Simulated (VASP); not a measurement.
# Al2Cu (C2/m) in VASP: notebook

Runs on Al2Cu. Level: PBEsol. Tasks: single point.

Everything below comes from runs of VASP 6.6.1. Logs are shortened: lines on timing, memory, paths and dates and some standing lists are left out, and cuts for length are marked.

## (1) The cell of the first run

It takes space group C2/m (No. 12, monoclinic). The conventional cell has a = 7.013 Å, b = 4.049 Å, c = 4.049 Å, α = 90.00°, β = 125.27°, γ = 90.00°. Al (site symmetry m) has 4 Cu at 2.42 to 2.54 Å and 6 Al at 2.76 to 2.97 Å within 3.2 Å. Cu (site symmetry 2/m) has 8 Al at 2.42 to 2.54 Å within 3.2 Å.

## (2) Single point, PBEsol (atoms displaced along a vibrational mode)

The input, INCAR:

```
SYSTEM = Al2Cu
  ALGO = Fast
  EDIFF = 1E-6
  ENCUT = 520
  GGA = PS
  ISIF = 2
  ISMEAR = 0
  LASPH = .TRUE.
  LCHARG = .FALSE.
  LREAL = .FALSE.
  LWAVE = .FALSE.
  NBANDS = 16
  NELM = 80
  PREC = Accurate
  SIGMA = 0.15
```

The input, KPOINTS:

```
k-points
0
G
  16 16 16
  0 0 0
```

The input, POSCAR:

```
Al2Cu
1.0
   -2.0246315468      2.0246315468      2.8630136658
    2.0246315468     -2.0246315468      2.8630136658
    2.0246315468      2.0246315468     -2.8630136658
Al Cu
2 1
Direct
    0.7500000000      0.2685218886      0.5185218886
    0.2500000000      0.7314781114      0.4814781114
    0.5000000000      0.5000000000      0.0000000000
```

Potentials or basis: VASP PAW PBE potentials, release 64 (Al, Cu).

On the command line:

```console
$ cat potpaw_PBE.64/Al/POTCAR potpaw_PBE.64/Cu/POTCAR > POTCAR
$ mpirun -np 1 vasp_std > vasp.out
```

OUTCAR:

```text
SYSTEM = Al2Cu
   EDIFF = 1E-6
   ENCUT = 520
   GGA = PS
   ISIF = 2
   ISMEAR = 0
   LASPH = .TRUE.
   LREAL = .FALSE.
   NELM = 80
   PREC = Accurate

 ion  position               nearest neighbor table
   1  0.750  0.269  0.519-   3 2.42   3 2.48   3 2.48   3 2.54   2 2.76   2 2.76   2 2.87   2 2.87
                             2 2.97   2 2.97
   2  0.250  0.731  0.481-   3 2.42   3 2.48   3 2.48   3 2.54   1 2.76   1 2.76   1 2.87   1 2.87
                             1 2.97   1 2.97
   3  0.500  0.500  0.000-   1 2.42   2 2.42   2 2.48   1 2.48   2 2.48   1 2.48   2 2.54   1 2.54

  LATTYP: Found a body centered tetragonal cell.
 ALAT       =     4.0492630936
 C/A-ratio  =     1.4140912060

  Lattice vectors:

 A1 = (  -2.0246315468,   2.0246315468,   2.8630136658)
 A2 = (   2.0246315468,  -2.0246315468,   2.8630136658)
 A3 = (   2.0246315468,   2.0246315468,  -2.8630136658)

Analysis of symmetry for initial positions (statically):
=====================================================================
 Subroutine PRICEL returns:
 Original cell was already a primitive cell.

 Routine SETGRP: Setting up the symmetry group for a
 body centered tetragonal supercell.

 Subroutine GETGRP returns: Found  4 space group operations
 (whereof  4 operations were pure point group operations)
 out of a pool of 16 trial point group operations.

The static configuration has the point symmetry C_2h.

Analysis of symmetry for dynamics (positions and initial velocities):
=====================================================================
 Subroutine PRICEL returns:
 Original cell was already a primitive cell.

 Routine SETGRP: Setting up the symmetry group for a
 body centered tetragonal supercell.

 Subroutine GETGRP returns: Found  4 space group operations
 (whereof  4 operations were pure point group operations)
 out of a pool of 16 trial point group operations.

The dynamic configuration has the point symmetry C_2h.

 Subroutine INISYM returns: Found  4 space group operations
 (whereof  4 operations are pure point group operations),
 and found     1 'primitive' translations

----------------------------------------------------------------------------------------

                                     Primitive cell

  volume of cell :      46.9435

  direct lattice vectors                    reciprocal lattice vectors
    -2.024631547  2.024631547  2.863013666     0.000000000  0.246958515  0.174641150
     2.024631547 -2.024631547  2.863013666     0.246958515  0.000000000  0.174641150
     2.024631547  2.024631547 -2.863013666     0.246958515  0.246958515  0.000000000

  length of vectors
     4.049087928  4.049087928  4.049087928     0.302469898  0.302469898  0.349252081

  position of ions in fractional coordinates (direct lattice)
     0.750000000  0.268521889  0.518521889
     0.250000000  0.731478111  0.481478111
     0.500000000  0.500000000  0.000000000

  ion indices of the primitive-cell ions
   primitive index   ion index
                 1           1
                 2           2
                 3           3

----------------------------------------------------------------------------------------

 KPOINTS: k-points

Automatic generation of k-mesh.
 Grid dimensions read from file:
 generate k-points for:   16   16   16

 Generating k-lattice:

  Cartesian coordinates                     Fractional coordinates (reciprocal lattice)
     0.000000000  0.015434907  0.010915072     0.062500000  0.000000000  0.000000000
     0.015434907  0.000000000  0.010915072     0.000000000  0.062500000  0.000000000
     0.015434907  0.015434907  0.000000000     0.000000000  0.000000000  0.062500000

  Length of vectors
     0.018904369  0.018904369  0.021828255

  Shift w.r.t. Gamma in fractional coordinates (k-lattice)
     0.000000000  0.000000000  0.000000000

 Subroutine IBZKPT returns following result:
 ===========================================

 Found   1098 irreducible k-points:

 Following reciprocal coordinates:
            Coordinates               Weight
  0.000000  0.000000  0.000000      1.000000
  0.062500 -0.000000  0.000000      4.000000
 -0.000000  0.062500  0.000000      2.000000
  0.062500 -0.000000 -0.062500      2.000000
  0.125000 -0.000000  0.000000      4.000000
 -0.000000  0.125000  0.000000      2.000000
[... 16 lines left out ...]
  0.500000 -0.000000  0.000000      2.000000
 -0.000000  0.500000  0.000000      1.000000
 [... further k-points ...]
   k-points           NKPTS =   1098   k-points in BZ     NKDIM =   1098   number of bands    NBANDS=     16
   number of dos      NEDOS =    301   number of ions     NIONS =      3
   total plane-waves  NPLWV =  27000
   dimension x,y,z NGX =    30 NGY =   30 NGZ =   30
   dimension x,y,z NGXF=    60 NGYF=   60 NGZF=   60
   ions per type =               2   1
   NGX,Y,Z   is equivalent  to a cutoff of  12.32, 12.32, 12.32 a.u.
   NGXF,Y,Z  is equivalent  to a cutoff of  24.63, 24.63, 24.63 a.u.
 SYSTEM =  Al2Cu
   PREC   = accura    normal or accurate (medium, high low for compatibility)
   ISTART =      0    job   : 0-new  1-cont  2-samecut
   ICHARG =      2    charge: 1-file 2-atom 10-const
   ISPIN  =      1    spin polarized calculation?
   LNONCOLLINEAR =      F non collinear calculations
   LSORBIT =      F    spin-orbit coupling
   LASPH  =      T    aspherical Exc in radial PAW
   ENCUT  =  520.0 eV  38.22 Ry    6.18 a.u.   7.53  7.53  7.53*2*pi/ulx,y,z
   NELM   =     80;   NELMIN=  2; NELMDL= -5     # of ELM steps
   EDIFF  = 0.1E-05   stopping-criterion for ELM
   LREAL  =      F    real-space projection
   EDIFFG = 0.1E-04   stopping-criterion for IOM
   NSW    =      0    number of steps for IOM
   IBRION =     -1    ionic relax: 0-MD 1-quasi-New 2-CG
   NFREE  =      0    steps in history (QN), initial steepest desc. (CG)
   ISIF   =      2    stress and relaxation
   ISYM   =      2    0-nonsym 1-usesym 2-fastsym
   POTIM  = 0.5000    time-step for ionic-motion
   TEBEG  =    0.0;   TEEND  =   0.0 temperature during run
   PSTRESS=    0.0 pullay stress
   NELECT =      17.0000    total number of electrons
   NUPDOWN=      -1.0000    fix difference up-down
   EMIN   =  10.00;   EMAX   =-10.00  energy-range for DOS
   EFERMI =   0.00;   METHOD = LEGACY
   ISMEAR =     0;   SIGMA  =   0.15  broadening in eV -4-tet -1-fermi 0-gaus
   EFERMI_NEDOS =   21; number of points for ismear=-14 and -15
   IALGO  =     68    algorithm
   IMIX   =      4    mixing-type and parameters
     AMIX     =   0.40;   BMIX     =  1.00
     AMIX_MAG =   1.60;   BMIX_MAG =  1.00
  volume/ion in A,a.u.               =      15.65       105.60
  Fermi-wavevector in a.u.,A,eV,Ry     =   1.166897  2.205116 18.526366  1.361650
  Thomas-Fermi vector in A             =   2.303405
   LORBIT       =      0    0 simple, 1 ext, 2 COOP (PROOUT), +10 PAW based schemes
   GGA     = PS    functional components
   LHFCALC =     F    Hartree Fock is set to
   AEXX    =    0.0000 exact exchange contribution
   IVDW    =     0    specifies the selected vdW correction
   LEPSILON=     F    determine dielectric tensor
   LRPA    =     F    only Hartree local field effects (RPA)
 non-spin polarized calculation
 RMM-DIIS sequential band-by-band and
 Gauss-broadening in eV      SIGMA  =   0.15
  energy-cutoff  :      520.00
  volume of cell :       46.94
 maximum number of plane-waves:      1295
   NGX = 15   NGY = 15   NGZ = 15

 number of electron      17.0000003 magnetization

 Free energy of the ion-electron system (eV)
  ---------------------------------------------------
  ext. energy  EPLUGINS =         0.00000000
  ---------------------------------------------------
  free energy    TOTEN  =       -12.97181033 eV

  energy without entropy =      -12.96213109  energy(sigma->0) =      -12.96697071

 E-fermi :   7.0944     XC(G=0): -10.6326

 val. band max:        7.0935043693   @ k =   0.1250   0.0625   0.0000
 cond. band min:       7.0952889192   @ k =  -0.1250  -0.1875   0.1875
 fundamental gap:      0.0017845499
 Fermi energy:         7.0943766498

 k-point     1 :       0.0000    0.0000    0.0000
  band No.  band energies     occupation
      1      -3.2105      2.00000
      2       2.4187      2.00000
      3       2.4567      2.00000
      4       2.5192      2.00000
      5       3.0381      2.00000
      6       3.0459      2.00000
[... 8 lines left out ...]
     15      14.1171      0.00000
     16      14.4000      0.00000

 k-point     2 :       0.0625   -0.0000    0.0000
  band No.  band energies     occupation
      1      -3.1576      2.00000
      2       2.4202      2.00000
      3       2.4508      2.00000
      4       2.5230      2.00000
      5       3.0359      2.00000
      6       3.0436      2.00000
[... 8 lines left out ...]
     15      13.6256      0.00000
     16      13.9955      0.00000

 k-point     3 :      -0.0000    0.0625    0.0000
  band No.  band energies     occupation
      1      -3.1583      2.00000
      2       2.4249      2.00000
      3       2.4624      2.00000
      4       2.5035      2.00000
      5       3.0365      2.00000
      6       3.0454      2.00000
[... 8 lines left out ...]
     15      13.6362      0.00000
     16      13.8606      0.00000

 k-point     4 :       0.0625   -0.0000   -0.0625
  band No.  band energies     occupation
      1      -3.1570      2.00000
      2       2.4023      2.00000
      3       2.4676      2.00000
      4       2.5282      2.00000
      5       3.0348      2.00000
      6       3.0421      2.00000
[... 8 lines left out ...]
     15      13.4683      0.00000
     16      14.2141      0.00000

 k-point     5 :       0.1250   -0.0000    0.0000
  band No.  band energies     occupation
      1      -2.9993      2.00000
      2       2.3839      2.00000
      3       2.4667      2.00000
      4       2.5375      2.00000
      5       3.0301      2.00000
      6       3.0393      2.00000
[... 8 lines left out ...]
     15      13.1573      0.00000
     16      13.6838      0.00000

 k-point     6 :      -0.0000    0.1250    0.0000
  band No.  band energies     occupation
      1      -3.0022      2.00000
      2       2.4278      2.00000
      3       2.4699      2.00000
      4       2.4776      2.00000
      5       3.0331      2.00000
      6       3.0453      2.00000
[... 8 lines left out ...]
     15      13.1466      0.00000
     16      13.5189      0.00000
[... 267 lines left out ...]
 k-point    21 :      -0.0000    0.4375    0.0000
  band No.  band energies     occupation
      1      -0.8896      2.00000
      2       1.0396      2.00000
      3       2.5340      2.00000
      4       2.5588      2.00000
      5       3.0922      2.00000
      6       3.1347      2.00000
[... 8 lines left out ...]
     15      16.2537      0.00000
     16      18.0420      0.00000

 k-point    22 :       0.4375   -0.0000   -0.4375
  band No.  band energies     occupation
      1      -0.7099      2.00000
      2       0.8427      2.00000
      3       2.6729      2.00000
      4       2.6836      2.00000
      5       3.0357      2.00000
      6       3.0494      2.00000
[... 8 lines left out ...]
     15      16.3354      0.00000
     16      17.7454      0.00000

 k-point    23 :       0.5000   -0.0000    0.0000
  band No.  band energies     occupation
      1      -0.4141      2.00000
      2       0.5260      2.00000
      3       2.5952      2.00000
      4       2.6300      2.00000
      5       3.0387      2.00000
      6       3.0953      2.00000
[... 8 lines left out ...]
     15      17.0795      0.00000
     16      18.2677      0.00000

 k-point    24 :      -0.0000    0.5000    0.0000
  band No.  band energies     occupation
      1      -0.5867      2.00000
      2       0.7235      2.00000
      3       2.5339      2.00000
      4       2.5606      2.00000
      5       3.0966      2.00000
      6       3.1433      2.00000
[... 8 lines left out ...]
     15      16.8674      0.00000
     16      18.5759      0.00000

 [... further k-points ...]

------------------------ aborting loop because EDIFF is reached ----------------------------------------

  FORCE on cell =-STRESS in cart. coord.  units (eV):
  Direction    XX          YY          ZZ          XY          YZ          ZX
  --------------------------------------------------------------------------------------
  -------------------------------------------------------------------------------------
  Total        0.3017236      0.2492079      0.1176942      0.0000000      0.0000000     -0.7680632
  in kB       10.2978014      8.5054426      4.0168916      0.0000000      0.0000000    -26.2139298
  external PRESSURE =       7.6067119 kB  Pullay stress =       0.0000000 kB

 VOLUME and BASIS-vectors are now :
 -----------------------------------------------------------------------------
  energy-cutoff  :      520.00
  volume of cell :       46.94
      direct lattice vectors                 reciprocal lattice vectors
    -2.024631547  2.024631547  2.863013666     0.000000000  0.246958515  0.174641150
     2.024631547 -2.024631547  2.863013666     0.246958515  0.000000000  0.174641150
     2.024631547  2.024631547 -2.863013666     0.246958515  0.246958515  0.000000000

 POSITION                                       TOTAL-FORCE (eV/Angst)
 -----------------------------------------------------------------------------------
      0.07500      2.02463      1.43151        -0.627259     -0.000000      0.049115
      1.94963      0.00000      1.43151         0.627259      0.000000     -0.049115
      0.00000      0.00000      2.86301         0.000000      0.000000      0.000000
 -----------------------------------------------------------------------------------
    total drift:                                0.000000     -0.000000      0.000000

  FREE ENERGIE OF THE ION-ELECTRON SYSTEM (eV)
  ---------------------------------------------------
  free  energy   TOTEN  =       -12.9718103259 eV

  energy  without entropy=      -12.9621310866  energy(sigma->0) =      -12.96697071
```

Run time: 27 min. Hardware: 1 thread of Intel Xeon Platinum 8259CL at 2.50GHz (Skylake/Cascade Lake), shared host; peak memory 0.83 GiB.

What came out:

* Free energy: -12.9718 eV
* Pressure: 0.8 GPa
* Largest force: 0.629 eV/Å
* Band gap on the k mesh: zero (an odd number of electrons rules out a gap without spin polarisation)

Forces on the atoms (eV/Å):
```
Al  -0.627  0.000  0.049
Al   0.627  0.000 -0.049
Cu   0.000  0.000  0.000
```

Caveat: the cell differs from its parent crystal (atoms displaced along a vibrational mode); the PAW data sets were made with another functional, which shifts forces and pressure a little.

## (3) Single point, PBEsol (atoms displaced along a vibrational mode)

The input, INCAR:

```
SYSTEM = Al2Cu
PREC = Accurate
ENCUT = 520
EDIFF = 1E-7
ISMEAR = 0
SIGMA = 0.15
LREAL = .False.
LASPH = .True.
NELM = 60
ALGO = Fast
ISIF = 2
LWAVE = .False.
LCHARG = .False.
GGA = PS
NBANDS = 16
```

The input, KPOINTS:

```
regular mesh
0
Gamma
  16 16 16
  0 0 0
```

The input, POSCAR:

```
Al2Cu
1.0
   -2.0246315468      2.0246315468      2.8630136658
    2.0246315468     -2.0246315468      2.8630136658
    2.0246315468      2.0246315468     -2.8630136658
Al Cu
2 1
Direct
    0.7500000000      0.2561739629      0.5061739629
    0.2500000000      0.7438260371      0.4938260371
    0.5000000000      0.5000000000      0.0000000000
```

Potentials or basis: VASP PAW PBE potentials, release 64 (Al, Cu).

On the command line:

```console
$ cat potpaw_PBE.64/Al/POTCAR potpaw_PBE.64/Cu/POTCAR > POTCAR
$ mpirun -np 1 vasp_std > vasp.out
```

Run time: 27 min. Hardware: 1 thread of Intel Xeon Platinum 8259CL at 2.50GHz (Skylake/Cascade Lake), shared host; peak memory 0.84 GiB.

The run converged. Its results:

| Quantity | Value |
| --- | --- |
| Free energy | -13.0136 eV |
| Pressure | 0.4 GPa |
| Largest force | 0.209 eV/Å |
| Band gap on the k mesh | zero (an odd number of electrons rules out a gap without spin polarisation) |

Forces on the atoms (eV/Å):
```
Al  -0.209  0.000  0.005
Al   0.209  0.000 -0.005
Cu   0.000  0.000  0.000
```

Stress tensor (GPa, compression positive):
```
 0.40  0.00 -0.87
 0.00  0.38  0.00
-0.87  0.00  0.33
```

Levels at points of the mesh, in eV from the Fermi level:
| k point | band 7 | band 8 | band 9 | band 10 | band 11 | band 12 |
| --- | --- | --- | --- | --- | --- | --- |
| (0.00, 0.00, 0.00) | 2.83 | 2.90 | 2.96 | 2.96 | 2.97 | 2.97 |
| (0.50, 0.00, 0.00) | -3.98 | 0.53 | 0.71 | 2.87 | 3.04 | 3.86 |
| (0.00, 0.50, 0.00) | -3.98 | 0.59 | 0.70 | 2.86 | 2.96 | 3.88 |
| (0.50, 0.00, 0.50) | -4.00 | 0.54 | 0.64 | 2.95 | 3.04 | 3.85 |
| (0.50, 0.50, 0.00) | -3.78 | -2.01 | -1.99 | 0.39 | 1.50 | 9.05 |
| (0.50, 0.50, 0.50) | -3.77 | -2.00 | -2.00 | 0.39 | 1.50 | 9.05 |

Caveat: the cell differs from its parent crystal (atoms displaced along a vibrational mode); the PAW data sets were made with another functional, which shifts forces and pressure a little.
